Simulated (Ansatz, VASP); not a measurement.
## SnSe in VASP and in Ansatz

```
Sn Se
1.0
     0.00000    2.98800    3.00211
     2.98800    0.00000    3.00211
     2.98800    2.98800    0.00000
Sn Se
1 1
Direct
  0.00000 0.00000 0.00000
  0.50000 0.50000 0.50000
```

Change from the starting cell: biaxial_xy strain -0.5%.

Alike in both runs: task single point; functional PBE; k mesh 8 × 8 × 8; occupations fermi-dirac, width 0.02 eV; no spin polarisation.

|  | VASP | Ansatz |
| --- | --- | --- |
| version | VASP 6.6.1 | Ansatz 0.2.0 |
| potentials or method | VASP PAW PBE potentials, release 64 (Sn_d, Se) | plane waves, PAW |
| plane-wave cutoff (eV) | 500 | 420 |
| valence electrons in the cell | 20 | 30 |

|  | VASP | Ansatz | Ansatz less VASP |
| --- | --- | --- | --- |
| pressure (GPa) | 1.9 | 1.9 | +0.01 |
| traceless stress, the component that is largest in VASP (GPa) | -0.41 | -0.41 | +0.001 |

The functional is the same, so the differences come from potentials, cutoffs and numerics. VASP's potentials hold 20 valence electrons a cell and Ansatz's 30, so a difference there can come from the potentials and not from the codes.
